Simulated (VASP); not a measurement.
Input of a VASP 6.6.1 run:

POSCAR

```
Ir
1.0
    0.0000000000      1.8819593787      1.8819593787
    1.8819593787      0.0000000000      1.8819593787
    1.8819593787      1.8819593787      0.0000000000
Ir
1
Direct
    0.0000000000      0.0000000000      0.0000000000
```

The input INCAR.step1:

```
PREC = Accurate
ENCUT = 520
EDIFF = 1E-5
ISMEAR = -1
SIGMA = 0.1
LREAL = F
LASPH = T
NELM = 60
ALGO = Normal
ISIF = 2
LWAVE = T
LCHARG = F
GGA = PE
NBANDS = 10
```

The input INCAR.step2:

```
PREC = Accurate
ENCUT = 520
EDIFF = 1E-7
ISMEAR = -1
SIGMA = 0.1
LREAL = F
LASPH = T
NELM = 60
ALGO = Normal
ISIF = 2
LWAVE = F
LCHARG = F
GGA = PE
LHFCALC = T
HFSCREEN = 0.2079
PRECFOCK = Normal
ISTART = 1
NBANDS = 10
```

KPOINTS

```
Automatic mesh
0
Gamma
  6 6 6
```

Potentials or basis: VASP PAW PBE potentials, release 64 (Ir).

The run is started by

```console
$ cat potpaw_PBE.64/Ir/POTCAR > POTCAR
$ cp INCAR.step1 INCAR
$ mpirun -np 1 vasp_std > vasp.out
$ cp INCAR.step2 INCAR
$ mpirun -np 1 vasp_std > vasp.out
```

Problem. What does it give for the pressure?

Solution. 25.6 GPa.

Caveat: the k points lie up to 0.48 Å⁻¹ apart; the PAW data sets were made with another functional, which shifts forces and pressure a little.
